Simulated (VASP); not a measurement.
Wanted: the native input for a VASP 6.6.1 run.

| Quantity | Value |
| --- | --- |
| Task | single point |
| Functional | revPBE |
| Potentials or basis | VASP PAW PBE potentials, release 64 (Te) |
| Cutoff | 520 eV |
| k mesh | 10 × 10 × 10 |
| Occupations | fermi-dirac, width 0.1 eV |
| Spin | no spin polarisation |
| Dipole correction | no |
| Further INCAR settings | ALGO = Normal; EDIFF = 1e-07; NBANDS = 9 |

The structure of Te lies in POSCAR:

```
Te
1.0
    3.2221093115      0.0000000000      0.0000000000
    0.0000000000      3.2221093115      0.0000000000
    0.0000000000      0.0000000000      3.2221093115
Te
1
Direct
    0.0000000000      0.0000000000      0.0000000000
```

One way to write it, as run:

INCAR

```
SYSTEM = Te
  PREC = Accurate
  ENCUT = 520
  EDIFF = 1E-7
  ISMEAR = -1
  SIGMA = 0.1
  LREAL = .FALSE.
  LASPH = .TRUE.
  NELM = 80
  ALGO = Normal
  ISIF = 2
  LWAVE = .FALSE.
  LCHARG = .TRUE.
  GGA = RE
  LELF = .TRUE.
  LVHAR = .TRUE.
  NBANDS = 9
```

KPOINTS

```
Automatic mesh
0
G
  10 10 10
  0 0 0
```

Potentials or basis: VASP PAW PBE potentials, release 64 (Te).

Command:

```console
$ cat potpaw_PBE.64/Te/POTCAR > POTCAR
$ mpirun -np 1 vasp_std > vasp.out
```

It gave:

- Pressure: -0.1 GPa
- Band gap on the k mesh: zero (band 3 reaches 8.68 eV, above the bottom of band 4 at 3.32 eV)

Caveat: the PAW data sets were made with another functional, which shifts forces and pressure a little; spin-orbit coupling is left out, which moves the levels of the heavy elements.

It took 8.7 s on 1 thread of Intel(R) Xeon(R) Platinum 8259CL CPU @ 2.50GHz (Skylake/Cascade Lake) (shared host), peak memory 0.14 GiB.
